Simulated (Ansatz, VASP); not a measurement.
# Ni2H: VASP beside Ansatz

```xyz
3
Lattice="2.4909 0.0000 0.0000 -1.2455 2.1572 0.0000 0.0000 0.0000 4.1177" Properties=species:S:1:pos:R:3 pbc="T T T"
Ni    1.2455    0.7191    3.1642
Ni    0.0000    1.4381    1.1840
H     0.0000    0.0000    0.1153
```

Alike in both runs: functional LDA; k mesh 18 × 18 × 10; occupations fermi-dirac, width 0.15 eV; no spin polarisation.

Ansatz relaxed the structure, and its values are those at the end. VASP's run is a single point on that final structure, the one shown.

|  | VASP | Ansatz |
| --- | --- | --- |
| version | VASP 6.6.1 | Ansatz 0.2.0 |
| potentials or method | VASP PAW LDA potentials, release 64 (Ni, H), cutoff 520 eV | scalar-relativistic, plane waves, PAW |
| valence electrons in the cell | 21 | 37 |

VASP gave:

```
gap on the k mesh at the Fermi level (eV) : none
pressure (GPa)                            : 0.1
rms of the force components (eV/Å)        : 0.006
```

Problem. Which values does Ansatz return?

Solution. gap on the k mesh at the Fermi level (eV): none; pressure (GPa): 0.0; rms of the force components (eV/Å): 0.000.

LDA's correlation is that of Perdew and Zunger in VASP and of Perdew and Wang (1992) in Ansatz. A gap of «none» marks a metal or a gap that the smearing closes. VASP's potentials hold 21 valence electrons a cell and Ansatz's 37, so a difference there can come from the potentials and not from the codes.
